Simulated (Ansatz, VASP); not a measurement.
## One calculation of W3Se, two programs

```
CELL_PARAMETERS angstrom
-2.02761 2.02761 4.52920
2.02761 -2.02761 4.52920
2.02761 2.02761 -4.52920
ATOMIC_POSITIONS crystal
W 0.50000 0.50000 0.00000
W 0.25000 0.75000 0.50000
W 0.75000 0.25000 0.50000
Se 0.00000 0.00000 0.00000
```

Alike in both runs: task single point; functional PBE; k mesh 6 × 6 × 6; occupations gaussian, width 0.1 eV; no spin polarisation.

|  | VASP | Ansatz |
| --- | --- | --- |
| version | VASP 6.6.1 | Ansatz 0.2.0 |
| potentials or method | VASP PAW PBE potentials, release 64 (W_sv, Se), cutoff 520 eV | scalar-relativistic, plane waves, PAW |
| valence electrons in the cell | 48 | 58 |

```tsv
	VASP	Ansatz	Ansatz less VASP
gap on the k mesh at the Fermi level (eV)	none	none	-
pressure (GPa)	-22.3	-22.5	-0.15
traceless stress, the component that is largest in VASP (GPa)	1.63	1.69	+0.054
```

A gap of «none» marks a metal or a gap that the smearing closes. With one functional, cell and mesh, what is left measures potentials, basis and numerics. VASP's potentials hold 48 valence electrons a cell and Ansatz's 58, so a difference there can come from the potentials and not from the codes.

The k mesh is coarse, so the values compare programs but aren't converged. Spin-orbit coupling is off throughout.
